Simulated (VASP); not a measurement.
# HfSeS4 (F-43m) in VASP: a series of runs

Runs on HfSeS4. Level: PBE. Tasks: single point, relaxation of cell and atoms.

Everything below comes from runs of VASP 6.6.1. Logs are shortened: lines on timing, memory, paths and dates and some standing lists are left out, and cuts for length are marked.

### Step 1. The cell of the first run

The structure is cubic, space group F-43m (No. 216). The conventional cell has a = 7.433 Å, b = 7.433 Å, c = 7.433 Å, α = 90.00°, β = 90.00°, γ = 90.00°. Hf (site symmetry -43m) has 12 S at 3.08 Å and 4 Se at 3.22 Å within 4.1 Å. Se (site symmetry -43m) has 12 S at 3.09 Å and 4 Hf at 3.22 Å within 4.1 Å. S (site symmetry 3m) has 6 S at 2.59 to 2.67 Å and 3 Hf at 3.08 Å and 3 Se at 3.09 Å within 3.4 Å.

### Step 2. Single point, PBE

Input file INCAR:

```
SYSTEM = HfSeS4
PREC = Accurate ; ENCUT = 520
EDIFF = 1E-7 ; ISMEAR = 0
SIGMA = 0.1 ; LREAL = .False.
LASPH = .True. ; NELM = 100
ALGO = Normal ; ISIF = 2
LWAVE = .False. ; LCHARG = .False.
GGA = PE ; NBANDS = 29
```

Input file KPOINTS:

```
Automatic mesh
0
Gamma
  4 4 4
  0 0 0
```

Input file POSCAR:

```
HfSeS4
1.0
    0.0000000000      3.7162978695      3.7162978695
    3.7162978695      0.0000000000      3.7162978695
    3.7162978695      3.7162978695      0.0000000000
Hf Se S
1 1 4
Direct
    0.2500000000      0.2500000000      0.2500000000
    0.0000000000      0.0000000000      0.0000000000
    0.1303689800      0.6232103400      0.6232103400
    0.6232103400      0.1303689800      0.6232103400
    0.6232103400      0.6232103400      0.1303689800
    0.6232103400      0.6232103400      0.6232103400
```

Potentials or basis: VASP PAW PBE potentials, release 64 (Hf_pv, Se, S).

Launch:

```sh
$ cat potpaw_PBE.64/Hf_pv/POTCAR potpaw_PBE.64/Se/POTCAR potpaw_PBE.64/S/POTCAR > POTCAR
$ mpirun -np 1 vasp_std > vasp.out
```

OUTCAR:

```text
SYSTEM = HfSeS4
   PREC = Accurate
   ENCUT = 520
   EDIFF = 1E-7
   ISMEAR = 0
   LREAL = .False.
   LASPH = .True.
   NELM = 100
   ISIF = 2
   GGA = PE

 ion  position               nearest neighbor table
   1  0.250  0.250  0.250-   3 3.08   4 3.08   5 3.08   3 3.08   4 3.08   6 3.08   3 3.08   5 3.08
                             6 3.08   4 3.08   5 3.08   6 3.08   2 3.22   2 3.22   2 3.22   2 3.22
   2  0.000  0.000  0.000-   1 3.22   1 3.22   1 3.22   1 3.22
   3  0.130  0.623  0.623-   4 2.59   5 2.59   6 2.59   4 2.67   5 2.67   6 2.67   1 3.08   1 3.08
                             1 3.08
   4  0.623  0.130  0.623-   3 2.59   5 2.59   6 2.59   3 2.67   5 2.67   6 2.67   1 3.08   1 3.08
                             1 3.08
   5  0.623  0.623  0.130-   3 2.59   4 2.59   6 2.59   4 2.67   3 2.67   6 2.67   1 3.08   1 3.08
                             1 3.08
   6  0.623  0.623  0.623-   3 2.59   4 2.59   5 2.59   3 2.67   4 2.67   5 2.67   1 3.08   1 3.08
                             1 3.08

  LATTYP: Found a face centered cubic cell.
 ALAT       =     7.4325957390

  Lattice vectors:

 A1 = (   0.0000000000,   3.7162978695,   3.7162978695)
 A2 = (   3.7162978695,   0.0000000000,   3.7162978695)
 A3 = (   3.7162978695,   3.7162978695,   0.0000000000)

Analysis of symmetry for initial positions (statically):
=====================================================================
 Subroutine PRICEL returns:
 Original cell was already a primitive cell.

 Routine SETGRP: Setting up the symmetry group for a
 face centered cubic supercell.

 Subroutine GETGRP returns: Found 24 space group operations
 (whereof 24 operations were pure point group operations)
 out of a pool of 48 trial point group operations.

The static configuration has the point symmetry T_d .

Analysis of symmetry for dynamics (positions and initial velocities):
=====================================================================
 Subroutine PRICEL returns:
 Original cell was already a primitive cell.

 Routine SETGRP: Setting up the symmetry group for a
 face centered cubic supercell.

 Subroutine GETGRP returns: Found 24 space group operations
 (whereof 24 operations were pure point group operations)
 out of a pool of 48 trial point group operations.

The dynamic configuration has the point symmetry T_d .

 Subroutine INISYM returns: Found 24 space group operations
 (whereof 24 operations are pure point group operations),
 and found     1 'primitive' translations

----------------------------------------------------------------------------------------

                                     Primitive cell

  volume of cell :     102.6506

  direct lattice vectors                    reciprocal lattice vectors
     0.000000000  3.716297869  3.716297869    -0.134542498  0.134542498  0.134542498
     3.716297869  0.000000000  3.716297869     0.134542498 -0.134542498  0.134542498
     3.716297869  3.716297869  0.000000000     0.134542498  0.134542498 -0.134542498

  length of vectors
     5.255638849  5.255638849  5.255638849     0.233034443  0.233034443  0.233034443

  position of ions in fractional coordinates (direct lattice)
     0.250000000  0.250000000  0.250000000
     0.000000000  0.000000000  0.000000000
     0.130368980  0.623210340  0.623210340
     0.623210340  0.130368980  0.623210340
     0.623210340  0.623210340  0.130368980
     0.623210340  0.623210340  0.623210340

  ion indices of the primitive-cell ions
   primitive index   ion index
                 1           1
                 2           2
                 3           3
                 4           4
                 5           5
                 6           6

----------------------------------------------------------------------------------------

 KPOINTS: Automatic mesh

Automatic generation of k-mesh.
 Grid dimensions read from file:
 generate k-points for:    4    4    4

 Generating k-lattice:

  Cartesian coordinates                     Fractional coordinates (reciprocal lattice)
    -0.033635625  0.033635625  0.033635625     0.250000000  0.000000000  0.000000000
     0.033635625 -0.033635625  0.033635625     0.000000000  0.250000000  0.000000000
     0.033635625  0.033635625 -0.033635625     0.000000000  0.000000000  0.250000000

  Length of vectors
     0.058258611  0.058258611  0.058258611

  Shift w.r.t. Gamma in fractional coordinates (k-lattice)
     0.000000000  0.000000000  0.000000000

 Subroutine IBZKPT returns following result:
 ===========================================

 Found      8 irreducible k-points:

 Following reciprocal coordinates:
            Coordinates               Weight
  0.000000  0.000000  0.000000      1.000000
  0.250000  0.000000  0.000000      8.000000
  0.500000  0.000000  0.000000      4.000000
  0.250000  0.250000  0.000000      6.000000
  0.500000  0.250000  0.000000     24.000000
 -0.250000  0.250000  0.000000     12.000000
  0.500000  0.500000  0.000000      3.000000
 -0.250000  0.500000  0.250000      6.000000
   k-points           NKPTS =      8   k-points in BZ     NKDIM =      8   number of bands    NBANDS=     29
   number of dos      NEDOS =    301   number of ions     NIONS =      6
   total plane-waves  NPLWV =  64000
   dimension x,y,z NGX =    40 NGY =   40 NGZ =   40
   dimension x,y,z NGXF=    80 NGYF=   80 NGZF=   80
   ions per type =               1   1   4
   NGX,Y,Z   is equivalent  to a cutoff of  12.65, 12.65, 12.65 a.u.
   NGXF,Y,Z  is equivalent  to a cutoff of  25.31, 25.31, 25.31 a.u.
 SYSTEM =  HfSeS4
   PREC   = accura    normal or accurate (medium, high low for compatibility)
   ISTART =      0    job   : 0-new  1-cont  2-samecut
   ICHARG =      2    charge: 1-file 2-atom 10-const
   ISPIN  =      1    spin polarized calculation?
   LNONCOLLINEAR =      F non collinear calculations
   LSORBIT =      F    spin-orbit coupling
   LASPH  =      T    aspherical Exc in radial PAW
   ENCUT  =  520.0 eV  38.22 Ry    6.18 a.u.   9.77  9.77  9.77*2*pi/ulx,y,z
   NELM   =    100;   NELMIN=  2; NELMDL= -5     # of ELM steps
   EDIFF  = 0.1E-06   stopping-criterion for ELM
   LREAL  =      F    real-space projection
   EDIFFG = 0.1E-05   stopping-criterion for IOM
   NSW    =      0    number of steps for IOM
   IBRION =     -1    ionic relax: 0-MD 1-quasi-New 2-CG
   NFREE  =      0    steps in history (QN), initial steepest desc. (CG)
   ISIF   =      2    stress and relaxation
   ISYM   =      2    0-nonsym 1-usesym 2-fastsym
   POTIM  = 0.5000    time-step for ionic-motion
   TEBEG  =    0.0;   TEEND  =   0.0 temperature during run
   PSTRESS=    0.0 pullay stress
   NELECT =      40.0000    total number of electrons
   NUPDOWN=      -1.0000    fix difference up-down
   EMIN   =  10.00;   EMAX   =-10.00  energy-range for DOS
   EFERMI =   0.00;   METHOD = LEGACY
   ISMEAR =     0;   SIGMA  =   0.10  broadening in eV -4-tet -1-fermi 0-gaus
   EFERMI_NEDOS =   21; number of points for ismear=-14 and -15
   IALGO  =     38    algorithm
   IMIX   =      4    mixing-type and parameters
     AMIX     =   0.40;   BMIX     =  1.00
     AMIX_MAG =   1.60;   BMIX_MAG =  1.00
  volume/ion in A,a.u.               =      17.11       115.45
  Fermi-wavevector in a.u.,A,eV,Ry     =   1.195752  2.259643 19.453909  1.429822
  Thomas-Fermi vector in A             =   2.331709
   LORBIT       =      0    0 simple, 1 ext, 2 COOP (PROOUT), +10 PAW based schemes
   GGA     = PE    functional components
   LHFCALC =     F    Hartree Fock is set to
   AEXX    =    0.0000 exact exchange contribution
   IVDW    =     0    specifies the selected vdW correction
   LEPSILON=     F    determine dielectric tensor
   LRPA    =     F    only Hartree local field effects (RPA)
 non-spin polarized calculation
 Gauss-broadening in eV      SIGMA  =   0.10
  energy-cutoff  :      520.00
  volume of cell :      102.65
 maximum number of plane-waves:      2788
   NGX = 19   NGY = 19   NGZ = 19

 number of electron      39.9999996 magnetization

 Free energy of the ion-electron system (eV)
  ---------------------------------------------------
  ext. energy  EPLUGINS =         0.00000000
  ---------------------------------------------------
  free energy    TOTEN  =       -26.78130360 eV

  energy without entropy =      -26.76286322  energy(sigma->0) =      -26.77208341

 E-fermi :   7.2816     XC(G=0): -11.1954

 val. band max:        7.2197693098   @ k =   0.5000   0.0000   0.0000
 cond. band min:       7.3055375015   @ k =  -0.2500   0.5000   0.2500
 fundamental gap:      0.0857681916
 Fermi energy:         7.2815933602

 k-point     1 :       0.0000    0.0000    0.0000
  band No.  band energies     occupation
      1     -25.0862      2.00000
      2     -25.0862      2.00000
      3     -25.0862      2.00000
      4      -9.5724      2.00000
      5      -4.5877      2.00000
      6      -4.5867      2.00000
[... 21 lines left out ...]
     28      10.1189      0.00000
     29      10.1189      0.00000

 k-point     2 :       0.2500    0.0000    0.0000
  band No.  band energies     occupation
      1     -25.0881      2.00000
      2     -25.0865      2.00000
      3     -25.0865      2.00000
      4      -9.2043      2.00000
      5      -5.9323      2.00000
      6      -4.6794      2.00000
[... 21 lines left out ...]
     28      10.6546      0.00000
     29      10.6546      0.00000

 k-point     3 :       0.5000    0.0000    0.0000
  band No.  band energies     occupation
      1     -25.0900      2.00000
      2     -25.0867      2.00000
      3     -25.0867      2.00000
      4      -8.5623      2.00000
      5      -7.1185      2.00000
      6      -4.7660      2.00000
[... 126 lines left out ...]
      5      -7.5053      2.00000
      6      -5.2737      2.00000
[... 21 lines left out ...]
     28      10.4269      0.00000
     29      10.9645      0.00000

 k-point     8 :      -0.2500    0.5000    0.2500
  band No.  band energies     occupation
      1     -25.0888      2.00000
      2     -25.0885      2.00000
      3     -25.0876      2.00000
      4      -7.8990      2.00000
      5      -7.4653      2.00000
      6      -5.8882      2.00000
[... 21 lines left out ...]
     28      10.2558      0.00000
     29      10.7009      0.00000

------------------------ aborting loop because EDIFF is reached ----------------------------------------

  FORCE on cell =-STRESS in cart. coord.  units (eV):
  Direction    XX          YY          ZZ          XY          YZ          ZX
  --------------------------------------------------------------------------------------
  -------------------------------------------------------------------------------------
  Total       -0.1779927     -0.1779927     -0.1779927      0.0000000     -0.0000000      0.0000000
  in kB       -2.7781220     -2.7781220     -2.7781220      0.0000000     -0.0000000      0.0000000
  external PRESSURE =      -2.7781220 kB  Pullay stress =       0.0000000 kB

 VOLUME and BASIS-vectors are now :
 -----------------------------------------------------------------------------
  energy-cutoff  :      520.00
  volume of cell :      102.65
      direct lattice vectors                 reciprocal lattice vectors
     0.000000000  3.716297869  3.716297869    -0.134542498  0.134542498  0.134542498
     3.716297869  0.000000000  3.716297869     0.134542498 -0.134542498  0.134542498
     3.716297869  3.716297869  0.000000000     0.134542498  0.134542498 -0.134542498

 POSITION                                       TOTAL-FORCE (eV/Angst)
 -----------------------------------------------------------------------------------
      1.85815      1.85815      1.85815        -0.000000     -0.000000     -0.000000
      0.00000      0.00000      0.00000        -0.000000     -0.000000     -0.000000
      4.63207      2.80053      2.80053        -0.011514      0.011514      0.011514
      2.80053      4.63207      2.80053         0.011514     -0.011514      0.011514
      2.80053      2.80053      4.63207         0.011514      0.011514     -0.011514
      4.63207      4.63207      4.63207        -0.011514     -0.011514     -0.011514
 -----------------------------------------------------------------------------------
    total drift:                                0.000000      0.000000      0.000000

  FREE ENERGIE OF THE ION-ELECTRON SYSTEM (eV)
  ---------------------------------------------------
  free  energy   TOTEN  =       -26.7813035972 eV

  energy  without entropy=      -26.7628632242  energy(sigma->0) =      -26.77208341
```

Run time: 15 s. Hardware: 1 thread of Intel Xeon 6975P-C (Granite Rapids), shared host; peak memory 0.24 GiB.

What came out:

| Quantity | Value |
| --- | --- |
| Free energy | -26.7813 eV |
| Pressure | -0.3 GPa |
| Largest force | 0.020 eV/Å |
| Band gap on the k mesh | zero (band 20 reaches 8.52 eV, above the bottom of band 21 at 6.49 eV) |

Forces on the atoms (eV/Å):
```
Hf   0.000  0.000  0.000
Se   0.000  0.000  0.000
S   -0.012  0.012  0.012
S    0.012 -0.012  0.012
S    0.012  0.012 -0.012
S   -0.012 -0.012 -0.012
```

Levels at points of the mesh, in eV from the Fermi level:
```tsv
k point	band 17	band 18	band 19	band 20	band 21	band 22
(0.00, 0.00, 0.00)	-1.99	0.67	1.24	1.24	1.24	2.24
(0.50, 0.00, 0.00)	-2.76	-1.01	-0.06	-0.06	1.12	1.32
(0.50, 0.50, 0.00)	-2.62	-2.58	-1.00	-0.79	-0.79	1.90
```

Caveat: the k points lie up to 0.37 Å⁻¹ apart; spin-orbit coupling is left out, which moves the levels of the heavy elements.

### Step 3. Single point, PBE

This run uses another cell than the first one, of 22.38 Å³/atom, 1.308 times its volume.

Input file INCAR:

```
ALGO     = Normal         # electronic algorithm
EDIFF    = 1E-6           # SCF threshold, eV
ENCUT    = 520            # plane-wave cutoff, eV
GGA      = PE             # functional
ISIF     = 2              # what is computed and relaxed
ISMEAR   = 0              # smearing method
LASPH    = True           # aspherical terms in the spheres
LCHARG   = True           # write CHGCAR
LELF     = True           # ELF
LREAL    = False          # projectors in reciprocal space
LVHAR    = True         
LWAVE    = False          # write WAVECAR
NBANDS   = 29             # bands
NELM     = 60             # most SCF steps
PREC     = Accurate       # precision mode
SIGMA    = 0.1            # smearing width, eV
```

Input file KPOINTS:

```
k-points
0
Gamma
  4 4 4
```

Input file POSCAR:

```
HfSeS4
1.0
    0.0000000000      4.0646046800      4.0646046800
    4.0646046800      0.0000000000      4.0646046800
    4.0646046800      4.0646046800      0.0000000000
Hf Se S
1 1 4
Direct
    0.2500000000      0.2500000000      0.2500000000
    0.0000000000      0.0000000000      0.0000000000
    0.1239199600      0.6253600100      0.6253600100
    0.6253600100      0.1239199600      0.6253600100
    0.6253600100      0.6253600100      0.1239199600
    0.6253600100      0.6253600100      0.6253600100
```

Potentials or basis: VASP PAW PBE potentials, release 64 (Hf_pv, Se, S).

Launch:

```sh
$ cat potpaw_PBE.64/Hf_pv/POTCAR potpaw_PBE.64/Se/POTCAR potpaw_PBE.64/S/POTCAR > POTCAR
$ mpirun -np 1 vasp_std > vasp.out
```

Wall time 24 s (1 thread of Intel Xeon 6975P-C (Granite Rapids), shared host); peak memory 0.32 GiB.

The run converged. Its results:

- Free energy: -24.9945 eV
- Pressure: -13.9 GPa
- Largest force: 0.234 eV/Å
- Band gap on the k mesh: zero (band 20 reaches 4.95 eV, above the bottom of band 21 at 3.68 eV)

Forces on the atoms (eV/Å):
```
Hf   0.000  0.000  0.000
Se   0.000  0.000  0.000
S   -0.135  0.135  0.135
S    0.135 -0.135  0.135
S    0.135  0.135 -0.135
S   -0.135 -0.135 -0.135
```

Levels at points of the mesh, in eV from the Fermi level:
```tsv
k point	band 16	band 17	band 18	band 19	band 20	band 21	band 22	band 23
(0.00, 0.00, 0.00)	-1.28	-1.28	0.17	0.76	0.76	0.76	1.58	1.58
(0.50, 0.00, 0.00)	-2.05	-1.96	-0.97	-0.01	-0.01	0.80	0.87	1.00
(0.50, 0.50, 0.00)	-1.99	-1.98	-1.64	-0.64	-0.51	-0.51	1.28	1.29
```

Caveat: spin-orbit coupling is left out, which moves the levels of the heavy elements.

### Step 4. Single point, PBE

This run uses another cell than the first one, of 17.05 Å³/atom, 0.996 times its volume.

Input file INCAR:

```
SYSTEM = HfSeS4
  PREC = Accurate
  ENCUT = 520
  EDIFF = 1E-6
  ISMEAR = 0
  SIGMA = 0.1
  LREAL = .FALSE.
  LASPH = .TRUE.
  NELM = 60
  ALGO = Normal
  ISIF = 2
  LWAVE = .FALSE.
  LCHARG = .FALSE.
  GGA = PE
  NBANDS = 29
```

Input file KPOINTS:

```
Automatic mesh
0
G
  10 10 10
  0 0 0
```

Input file POSCAR:

```
HfSeS4
1.0
    0.0000000000      3.7117717743      3.7117717743
    3.7117717743      0.0000000000      3.7117717743
    3.7117717743      3.7117717743      0.0000000000
Hf Se S
1 1 4
Direct
    0.7500000000      0.7500000000      0.7500000000
    0.0000000000      0.0000000000      0.0000000000
    0.3776165342      0.3776165342      0.8671503975
    0.8671503975      0.3776165342      0.3776165342
    0.3776165342      0.3776165342      0.3776165342
    0.3776165342      0.8671503975      0.3776165342
```

Launch:

```sh
$ cat potpaw_PBE.64/Hf_pv/POTCAR potpaw_PBE.64/Se/POTCAR potpaw_PBE.64/S/POTCAR > POTCAR
$ mpirun -np 1 vasp_std > vasp.out
```

Wall time 55 s (1 thread of Intel Xeon 6975P-C (Granite Rapids), shared host); peak memory 0.32 GiB.

It converged, with:

```
Free energy            : -27.0230 eV
Pressure               : -0.5 GPa
Largest force          : 0.012 eV/Å
Band gap on the k mesh : zero (band 20 reaches 8.52 eV, above the bottom of band 21 at 6.58 eV)
```

Forces in eV/Å, atoms in the order of the input:
```
Hf   0.000  0.000  0.000
Se   0.000  0.000  0.000
S   -0.007 -0.007  0.007
S    0.007 -0.007 -0.007
S    0.007  0.007  0.007
S   -0.007  0.007 -0.007
```

Levels at points of the mesh, in eV from the Fermi level:
```csv
k point,band 16,band 17,band 18,band 19,band 20,band 21,band 22,band 23,band 24,band 25
"(0.00, 0.00, 0.00)",-2.07,-2.07,0.55,1.09,1.09,1.09,2.14,2.14,2.14,2.57
"(0.50, 0.00, 0.00)",-2.86,-2.86,-1.05,-0.17,-0.17,1.01,1.17,1.39,1.39,2.33
"(0.50, 0.50, 0.00)",-3.22,-2.84,-2.80,-1.05,-0.86,-0.86,1.76,1.76,1.82,2.10
```

Caveat: spin-orbit coupling is left out, which moves the levels of the heavy elements.

(Part 1 of 2 ends here.)
